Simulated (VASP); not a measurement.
# PrAgC (P-6m2) in VASP: further runs

Runs on PrAgC. Level: PBE. Tasks: single point, relaxation of cell and atoms.

All numbers are computed with VASP 6.6.1; they aren't measurements. Logs are shortened: lines on timing, memory, paths and dates and some standing lists are left out, and cuts for length are marked.

**1. The cell of the first run**

The structure is hexagonal, space group P-6m2 (No. 187). The conventional cell has a = 3.988 Å, b = 3.988 Å, c = 3.960 Å, α = 90.00°, β = 90.00°, γ = 120.00°. Within 4.0 Å of Pr (site symmetry -6m2) lie 6 C at 3.04 Å and 6 Ag at 3.04 Å and 8 Pr at 3.96 to 3.99 Å. Within 3.1 Å of Ag (site symmetry -6m2) lie 3 C at 2.30 Å and 6 Pr at 3.04 Å. C (site symmetry -6m2) has 3 Ag at 2.30 Å and 6 Pr at 3.04 Å within 3.1 Å.

The cell was generated, and may not be a known phase.

**2. Single point, PBE**

INCAR

```
  PREC = Accurate
  ENCUT = 600
  EDIFF = 1E-6
  ISMEAR = 0
  SIGMA = 0.1
  LREAL = F
  LASPH = T
  NELM = 200
  ALGO = Normal
  ISIF = 2
  LWAVE = F
  LCHARG = F
  GGA = PE
  NBANDS = 20
  GGA_COMPAT = F
  LMAXMIX = 6
```

KPOINTS

```
regular mesh
0
Gamma
  6 6 4
```

POSCAR

```
PrAgC
1.0
    3.9884940298      0.0000000000      0.0000000000
   -1.9942470149      3.4541371526      0.0000000000
    0.0000000000      0.0000000000      3.9603821549
Pr Ag C
1 1 1
Direct
    0.6666666667      0.3333333333      0.0000000000
    0.0000000000      0.0000000000      0.5000000000
    0.3333333333      0.6666666667      0.5000000000
```

Potentials or basis: VASP PAW PBE potentials, release 64 (Pr_3, Ag, C), 4f in core.

Launch:

```
> cat potpaw_PBE.64/Pr_3/POTCAR potpaw_PBE.64/Ag/POTCAR potpaw_PBE.64/C/POTCAR > POTCAR
> mpirun -np 1 vasp_std > vasp.out
```

OUTCAR:

```text
PREC = Accurate
   ENCUT = 600
   EDIFF = 1E-6
   ISMEAR = 0
   LREAL = F
   LASPH = T
   NELM = 200
   ISIF = 2
   GGA = PE

 ion  position               nearest neighbor table
   1  0.667  0.333  0.000-   2 3.04   2 3.04   2 3.04   2 3.04   2 3.04   2 3.04
   2  0.000  0.000  0.500-   3 2.30   3 2.30   3 2.30   1 3.04   1 3.04   1 3.04   1 3.04   1 3.04
                             1 3.04
   3  0.333  0.667  0.500-   2 2.30   2 2.30   2 2.30

  LATTYP: Found a hexagonal cell.
 ALAT       =     3.9884940298
 C/A-ratio  =     0.9929517571

  Lattice vectors:

 A1 = (   3.9884940298,   0.0000000000,   0.0000000000)
 A2 = (  -1.9942470149,   3.4541371526,   0.0000000000)
 A3 = (   0.0000000000,   0.0000000000,   3.9603821549)

Analysis of symmetry for initial positions (statically):
=====================================================================
 Subroutine PRICEL returns:
 Original cell was already a primitive cell.

 Routine SETGRP: Setting up the symmetry group for a
 hexagonal supercell.

 Subroutine GETGRP returns: Found 12 space group operations
 (whereof 12 operations were pure point group operations)
 out of a pool of 24 trial point group operations.

The static configuration has the point symmetry D_3h.

Analysis of symmetry for dynamics (positions and initial velocities):
=====================================================================
 Subroutine PRICEL returns:
 Original cell was already a primitive cell.

 Routine SETGRP: Setting up the symmetry group for a
 hexagonal supercell.

 Subroutine GETGRP returns: Found 12 space group operations
 (whereof 12 operations were pure point group operations)
 out of a pool of 24 trial point group operations.

The dynamic configuration has the point symmetry D_3h.

 Subroutine INISYM returns: Found 12 space group operations
 (whereof 12 operations are pure point group operations),
 and found     1 'primitive' translations

----------------------------------------------------------------------------------------

                                     Primitive cell

  volume of cell :      54.5614

[... 72 lines left out ...]
   dimension x,y,z NGXF=    64 NGYF=   64 NGZF=   64
   ions per type =               1   1   1
   NGX,Y,Z   is equivalent  to a cutoff of  13.34, 13.34, 13.43 a.u.
   NGXF,Y,Z  is equivalent  to a cutoff of  26.68, 26.68, 26.87 a.u.
 SYSTEM =  unknown system
   PREC   = accura    normal or accurate (medium, high low for compatibility)
   ISTART =      0    job   : 0-new  1-cont  2-samecut
   ICHARG =      2    charge: 1-file 2-atom 10-const
   ISPIN  =      1    spin polarized calculation?
   LNONCOLLINEAR =      F non collinear calculations
   LSORBIT =      F    spin-orbit coupling
   LASPH  =      T    aspherical Exc in radial PAW
   ENCUT  =  600.0 eV  44.10 Ry    6.64 a.u.   7.97  7.97  7.91*2*pi/ulx,y,z
   NELM   =    200;   NELMIN=  2; NELMDL= -5     # of ELM steps
   EDIFF  = 0.1E-05   stopping-criterion for ELM
   LREAL  =      F    real-space projection
[... 7 lines left out ...]
   TEBEG  =    0.0;   TEEND  =   0.0 temperature during run
   PSTRESS=    0.0 pullay stress
   NELECT =      26.0000    total number of electrons
   NUPDOWN=      -1.0000    fix difference up-down
   EMIN   =  10.00;   EMAX   =-10.00  energy-range for DOS
   EFERMI =   0.00;   METHOD = LEGACY
   ISMEAR =     0;   SIGMA  =   0.10  broadening in eV -4-tet -1-fermi 0-gaus
   EFERMI_NEDOS =   21; number of points for ismear=-14 and -15
   IALGO  =     38    algorithm
   IMIX   =      4    mixing-type and parameters
     AMIX     =   0.40;   BMIX     =  1.00
     AMIX_MAG =   1.60;   BMIX_MAG =  1.00
  volume/ion in A,a.u.               =      18.19       122.73
  Fermi-wavevector in a.u.,A,eV,Ry     =   1.278706  2.416404 22.246741  1.635089
  Thomas-Fermi vector in A             =   2.411233
   LORBIT       =      0    0 simple, 1 ext, 2 COOP (PROOUT), +10 PAW based schemes
   GGA     = PE    functional components
   LHFCALC =     F    Hartree Fock is set to
   AEXX    =    0.0000 exact exchange contribution
   IVDW    =     0    specifies the selected vdW correction
   LEPSILON=     F    determine dielectric tensor
   LRPA    =     F    only Hartree local field effects (RPA)
 non-spin polarized calculation
 Gauss-broadening in eV      SIGMA  =   0.10
  energy-cutoff  :      600.00
  volume of cell :       54.56
 maximum number of plane-waves:      1845
 NGX is ok and might be reduce to    32
   NGX = 15   NGY = 15   NGZ = 15

 number of electron      25.9999999 magnetization

 Free energy of the ion-electron system (eV)
  ---------------------------------------------------
  ext. energy  EPLUGINS =         0.00000000
  ---------------------------------------------------
  free energy    TOTEN  =       -15.18839105 eV

  energy without entropy =      -15.17369988  energy(sigma->0) =      -15.18104547

 E-fermi :   6.0055     XC(G=0): -11.1883

 val. band max:        6.0016176374   @ k =   0.3333  -0.0000   0.5000
 cond. band min:       6.0164838921   @ k =   0.3333   0.3333   0.0000
 fundamental gap:      0.0148662547
 Fermi energy:         6.0055315082

 k-point     1 :       0.0000    0.0000    0.0000
  band No.  band energies     occupation
      1     -30.2685      2.00000
      2     -12.1504      2.00000
      3     -12.0564      2.00000
      4     -12.0564      2.00000
      5      -4.3880      2.00000
      6       0.1363      2.00000
[... 472 lines left out ...]
     19      13.4627      0.00000
     20      13.5680      0.00000

------------------------ aborting loop because EDIFF is reached ----------------------------------------

  FORCE on cell =-STRESS in cart. coord.  units (eV):
  Direction    XX          YY          ZZ          XY          YZ          ZX
  --------------------------------------------------------------------------------------
  -------------------------------------------------------------------------------------
  Total        0.0277616      0.0277616     -0.0227219      0.0000000      0.0000000     -0.0000000
  in kB        0.8152107      0.8152107     -0.6672197      0.0000000      0.0000000     -0.0000000
  external PRESSURE =       0.3210672 kB  Pullay stress =       0.0000000 kB

 VOLUME and BASIS-vectors are now :
 -----------------------------------------------------------------------------
  energy-cutoff  :      600.00
  volume of cell :       54.56
      direct lattice vectors                 reciprocal lattice vectors
     3.988494030  0.000000000  0.000000000     0.250721198  0.144753951  0.000000000
    -1.994247015  3.454137153  0.000000000     0.000000000  0.289507902  0.000000000
     0.000000000  0.000000000  3.960382155     0.000000000  0.000000000  0.252500885

 POSITION                                       TOTAL-FORCE (eV/Angst)
 -----------------------------------------------------------------------------------
      1.99425      1.15138      0.00000         0.000000      0.000000      0.000000
      0.00000      0.00000      1.98019        -0.000000      0.000000      0.000000
     -0.00000      2.30276      1.98019        -0.000000      0.000000      0.000000
 -----------------------------------------------------------------------------------
    total drift:                               -0.000000      0.000000     -0.000000

  FREE ENERGIE OF THE ION-ELECTRON SYSTEM (eV)
  ---------------------------------------------------
  free  energy   TOTEN  =       -15.1883910545 eV

  energy  without entropy=      -15.1736998783  energy(sigma->0) =      -15.18104547
```

stdout:

```text
POSCAR found type information on POSCAR PrAgC
 POSCAR found :  3 types and       3 ions
 scaLAPACK will be used
 LDA part: xc-table for (Slater+PW92), standard interpolation
 POSCAR, INCAR and KPOINTS ok, starting setup
 FFT: planning ... GRIDC
 FFT: planning ... GRID_SOFT
 FFT: planning ... GRID
 WAVECAR not read
 entering main loop
```

Run time: 10 s. Hardware: 1 thread of Intel Xeon 6975P-C (Granite Rapids), shared host; peak memory 0.19 GiB.

What came out:

```yaml
Free_energy: -15.1884 eV
Pressure: 0.0 GPa
Band_gap_on_the_k_mesh: zero (bands 13 and 14 overlap by 1.31 eV)
```

Caveat: the k points lie up to 0.40 Å⁻¹ apart, too coarse for converged energies and pressures of a metal; spin-orbit coupling is left out, which moves the levels of the heavy elements; the 4f electrons are frozen in the core, so they carry no moment and show no levels.

**3. Single point, PBE**

This run uses another cell than the first one, of 23.48 Å³/atom.

INCAR

```
SYSTEM = PrAgC
ALGO     = Normal         ! electronic algorithm
EDIFF    = 1E-6           ! SCF threshold, eV
ENCUT    = 600            ! plane-wave cutoff, eV
GGA      = PE             ! functional
GGA_COMPAT= .False.      
ISIF     = 2              ! what is computed and relaxed
ISMEAR   = 0              ! smearing method
LASPH    = .True.         ! aspherical terms in the spheres
LCHARG   = .False.        ! write CHGCAR
LMAXMIX  = 6              ! l up to which the mixer works
LREAL    = .False.        ! projectors in reciprocal space
LWAVE    = .False.        ! write WAVECAR
NBANDS   = 20             ! bands
NELM     = 200            ! most SCF steps
PREC     = Accurate       ! precision mode
SIGMA    = 0.1            ! smearing width, eV
```

KPOINTS

```
k-points
0
Gamma
  6 6 4
  0 0 0
```

POSCAR

```
PrAgC
1.0
    4.1666657200      0.0000000000      0.0000000000
   -2.0833328600      3.6084383600      0.0000000000
    0.0000000000      0.0000000000      4.6843960000
Pr Ag C
1 1 1
Direct
    0.6666666700      0.3333333300      0.0000000000
    0.0000000000      0.0000000000      0.5000000000
    0.3333333300      0.6666666700      0.5000000000
```

Potentials or basis: VASP PAW PBE potentials, release 64 (Pr_3, Ag, C), 4f in core.

Launch:

```
> cat potpaw_PBE.64/Pr_3/POTCAR potpaw_PBE.64/Ag/POTCAR potpaw_PBE.64/C/POTCAR > POTCAR
> mpirun -np 1 vasp_std > vasp.out
```

It took 17 s on 1 thread of Intel Xeon 6975P-C (Granite Rapids), shared host; peak memory 0.24 GiB.

The run converged. Its results:

```yaml
Free_energy: -14.2212 eV
Pressure: -14.0 GPa
Band_gap_on_the_k_mesh: zero (bands 13 and 14 overlap by 1.38 eV)
```

Stress tensor (GPa, compression positive):
```
-12.27   0.00   0.00
  0.00 -12.27   0.00
  0.00   0.00 -17.35
```

Levels at points of the mesh, in eV from the Fermi level:
| k point | band 11 | band 12 | band 13 | band 14 | band 15 | band 16 |
| --- | --- | --- | --- | --- | --- | --- |
| (0.00, 0.00, 0.00) | -0.77 | -0.39 | 0.19 | 0.19 | 0.41 | 2.62 |
| (0.50, 0.00, 0.00) | -3.42 | -0.89 | -0.47 | 0.21 | 2.49 | 2.56 |
| (0.00, 0.00, 0.50) | -3.35 | 1.17 | 1.17 | 1.28 | 1.60 | 1.60 |
| (0.50, 0.00, 0.50) | -3.09 | -1.26 | -1.24 | -0.14 | 2.12 | 3.14 |

Caveat: the stress differs along the axes, from -17 to -12 GPa; spin-orbit coupling is left out, which moves the levels of the heavy elements; the 4f electrons are frozen in the core, so they carry no moment and show no levels.

**4. Relaxation of cell and atoms, PBE**

This run uses another cell than the first one, of 23.48 Å³/atom.

INCAR

```
SYSTEM = PrAgC
PREC     = Accurate       ! precision mode
ENCUT    = 600            ! plane-wave cutoff, eV
EDIFF    = 1E-7           ! SCF threshold, eV
ISMEAR   = 0              ! smearing method
SIGMA    = 0.1            ! smearing width, eV
LREAL    = .FALSE.        ! projectors in reciprocal space
LASPH    = .TRUE.         ! aspherical terms in the spheres
NELM     = 200            ! most SCF steps
ALGO     = Normal         ! electronic algorithm
ISIF     = 3              ! what is computed and relaxed
LWAVE    = .FALSE.        ! write WAVECAR
LCHARG   = .FALSE.        ! write CHGCAR
GGA      = PE             ! functional
IBRION   = 2              ! ionic algorithm
NSW      = 90             ! ionic steps
EDIFFG   = -0.04          ! ionic threshold
GGA_COMPAT= .FALSE.      
NELMIN   = 4            
LMAXMIX  = 6              ! l up to which the mixer works
```

KPOINTS

```
regular mesh
0
G
  6 6 4
  0 0 0
```

POSCAR is that of step 3.

Launch:

```
> cat potpaw_PBE.64/Pr_3/POTCAR potpaw_PBE.64/Ag/POTCAR potpaw_PBE.64/C/POTCAR > POTCAR
> mpirun -np 1 vasp_std > vasp.out
```

Wall time 72 s (1 thread of Intel Xeon 6975P-C (Granite Rapids), shared host); peak memory 0.24 GiB.

It converged, with:

```
Free energy                           : -15.1930 eV
Relaxed volume                        : 18.18 Å³/atom
Relaxed cell                          : a = 3.985 Å, b = 3.985 Å, c = 3.964 Å, α = 90.00°, β = 90.00°, γ = 120.00°
Space group after relaxing (to 0.1 Å) : P-6m2 (No. 187)
Energy gained by relaxing             : 323.9 meV/atom
Ionic steps                           : 6
Pressure after relaxing               : 0.1 GPa
Band gap on the k mesh                : zero (bands 13 and 14 overlap by 1.32 eV)
```

Stress tensor (GPa, compression positive):
```
 0.24  0.00  0.00
 0.00  0.24  0.00
 0.00  0.00 -0.08
```

The path:
```csv
step,energy change (eV),largest force (eV/Å),pressure (GPa),volume (Å³)
1,0.0000,0.0000,-13.97,70.43
2,-0.8103,0.0000,8.34,51.53
3,-0.8842,0.0000,0.64,54.90
4,-0.9423,0.0000,0.33,54.76
5,-0.9669,0.0000,0.12,54.39
6,-0.9718,0.0000,0.13,54.53
```

Final structure:
```
CELL_PARAMETERS angstrom
3.98548 0.00000 0.00000
-1.99274 3.45153 0.00000
0.00000 0.00000 3.96377
ATOMIC_POSITIONS crystal
Pr 0.66667 0.33333 0.00000
Ag 0.00000 0.00000 0.50000
C 0.33333 0.66667 0.50000
```

Levels at points of the mesh, in eV from the Fermi level:
| k point | band 11 | band 12 | band 13 | band 14 | band 15 | band 16 |
| --- | --- | --- | --- | --- | --- | --- |
| (0.00, 0.00, 0.00) | -0.24 | -0.22 | -0.22 | 0.29 | 0.86 | 3.84 |
| (0.50, 0.00, 0.00) | -3.95 | -0.68 | -0.61 | 0.43 | 3.59 | 3.85 |
| (0.00, 0.00, 0.50) | -3.72 | 1.27 | 1.27 | 2.35 | 2.43 | 2.43 |
| (0.50, 0.00, 0.50) | -3.31 | -2.06 | -1.52 | 0.23 | 3.15 | 4.82 |

Caveat: the volume moved by over 15 % at a fixed basis, so the end points are rough; spin-orbit coupling is left out, which moves the levels of the heavy elements; the 4f electrons are frozen in the core, so they carry no moment and show no levels.

[end of part 1 of 2]

The gap in the log of VASP goes by the Fermi energy; the results here count the filled bands.